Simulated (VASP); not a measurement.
Set up this calculation in VASP 6.6.1, as the native input.

| Quantity | Value |
| --- | --- |
| Task | single point |
| Functional | PBE |
| Potentials or basis | VASP PAW PBE potentials, release 64 (La) |
| Cutoff | 520 eV |
| k mesh | 11 × 11 × 6 |
| Occupations | fermi-dirac, width 0.08 eV |
| Spin | non-collinear spin, zero start, spin-orbit coupling |
| Starting moments | [[0.0, 0.0, 0.0], [0.0, 0.0, 0.0]] μB |
| Dipole correction | no |
| Further INCAR settings | ALGO = Normal; EDIFF = 1e-06; NBANDS = 34 |

The structure of La lies in POSCAR:

```
La
1.0
    3.7500020507      0.0000000000      0.0000000000
   -1.8750010253      3.2475970401      0.0000000000
    0.0000000000      0.0000000000      6.0700000000
La
2
Direct
    0.3333333333      0.6666666667      0.2500000000
    0.6666666667      0.3333333333      0.7500000000
```

The input as run:

INCAR

```
SYSTEM = La
PREC     = Accurate       ! precision mode
ENCUT    = 520            ! plane-wave cutoff, eV
EDIFF    = 1E-6           ! SCF threshold, eV
ISMEAR   = -1             ! smearing method
SIGMA    = 0.08           ! smearing width, eV
LREAL    = .FALSE.        ! projectors in reciprocal space
LASPH    = .TRUE.         ! aspherical terms in the spheres
NELM     = 150            ! most SCF steps
ALGO     = Normal         ! electronic algorithm
ISIF     = 2              ! what is computed and relaxed
LWAVE    = .FALSE.        ! write WAVECAR
LCHARG   = .TRUE.         ! write CHGCAR
MAGMOM   = 0 0 0 0 0 0    ! initial moments
LORBIT   = 11             ! projections on sites
LSORBIT  = .TRUE.         ! spin-orbit coupling
GGA_COMPAT= .FALSE.      
LORBMOM  = .TRUE.       
LMAXMIX  = 6              ! l up to which the mixer works
GGA      = PE             ! functional
LVHAR    = .TRUE.       
NBANDS   = 34             ! bands
```

KPOINTS

```
Automatic mesh
0
G
  11 11 6
  0 0 0
```

Potentials or basis: VASP PAW PBE potentials, release 64 (La).

Command:

```bash
$ cat potpaw_PBE.64/La/POTCAR > POTCAR
$ mpirun -np 1 vasp_ncl > vasp.out
```

It gave:

```yaml
Pressure: 0.5 GPa
Net_moment: 0.00 μB per cell
Valence_electrons_inside_the_program's_atomic_spheres: La 8.60
```

Run time: 8.7 min on 1 thread of Intel(R) Xeon(R) Platinum 8488C (Sapphire Rapids) (shared host), peak memory 0.49 GiB.
